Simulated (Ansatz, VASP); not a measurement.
I in VASP and in Ansatz

```xyz
1
Lattice="2.3066 -3.5087 -0.2056 2.3066 3.5087 -0.2056 -1.6662 0.0000 2.3997" Properties=species:S:1:pos:R:3 pbc="T T T"
I     1.4735    0.0000    0.9942
```

Alike in both runs: functional LDA; k mesh 12 × 12 × 18; occupations gaussian, width 0.1 eV; no spin polarisation.

Ansatz relaxed the structure, and its values are those at the end. VASP's run is a single point on that final structure, the one shown.

```csv
,VASP,Ansatz
version,VASP 6.6.1,Ansatz 0.2.0
potentials or method,"VASP PAW LDA potentials, release 64 (I), cutoff 520 eV","scalar-relativistic, plane waves, PAW"
valence electrons in the cell,7,17
```

```csv
,VASP,Ansatz,Ansatz less VASP
gap on the k mesh at the Fermi level (eV),none,none,-
pressure (GPa),0.0,0.0,+0.01
```

LDA's correlation is that of Perdew and Zunger in VASP and of Perdew and Wang (1992) in Ansatz. A gap of «none» marks a metal or a gap that the smearing closes. VASP's potentials hold 7 valence electrons a cell and Ansatz's 17, so a difference there can come from the potentials and not from the codes.

Spin-orbit coupling is off throughout.
